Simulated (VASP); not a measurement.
WS2: single point with PBE+D3(BJ)

System: WS2, a slab with vacuum.

```xyz
3
Lattice="3.1835 0.0000 0.0000 -1.5918 2.7570 0.0000 0.0000 0.0000 16.9506" Properties=species:S:1:pos:R:3 pbc="T T T"
W     0.0000    1.8380    0.0000
S     1.5918    0.9190   15.3831
S     1.5918    0.9190    1.5675
```

| Quantity | Value |
| --- | --- |
| Program | VASP 6.6.1 |
| Task | single point |
| Functional | PBE |
| Dispersion | D3(BJ) |
| Potentials or basis | VASP PAW PBE potentials, release 64 (W_sv, S) |
| Cutoff | 520 eV |
| k mesh | 12 × 12 × 2 |
| Occupations | gaussian, width 0.02 eV |
| Spin | no spin polarisation |
| Dipole correction | no |
| Further INCAR settings | ALGO = Normal; EDIFF = 1e-06; NBANDS = 20 |

```
Largest force              : 0.004 eV/Å
Band gap on the k mesh     : 1.82 eV
Dispersion energy per atom : -0.306 eV
```

Forces in eV/Å, atoms in the order of the input:
```
W    0.000  0.000  0.000
S    0.000  0.000 -0.004
S    0.000  0.000  0.004
```

Levels at points of the mesh, in eV from the valence-band top:
| k point | band 11 | band 12 | band 13 | band 14 | band 15 | band 16 |
| --- | --- | --- | --- | --- | --- | --- |
| (0.00, 0.00, 0.00) | -1.62 | -1.62 | -0.04 | 2.88 | 2.88 | 3.04 |
| (0.50, 0.00, 0.00) | -2.14 | -1.28 | -0.93 | 2.85 | 3.30 | 4.06 |
| (0.00, 0.00, 0.50) | -1.62 | -1.62 | -0.04 | 2.88 | 2.88 | 3.04 |
| (0.50, 0.00, 0.50) | -2.14 | -1.28 | -0.93 | 2.85 | 3.30 | 4.06 |

It took 77 s on 1 thread of Intel(R) Xeon(R) 6975P-C (Granite Rapids), on a shared host, peak memory 0.31 GiB.

Caveat: spin-orbit coupling is left out, which moves the levels of the heavy elements.
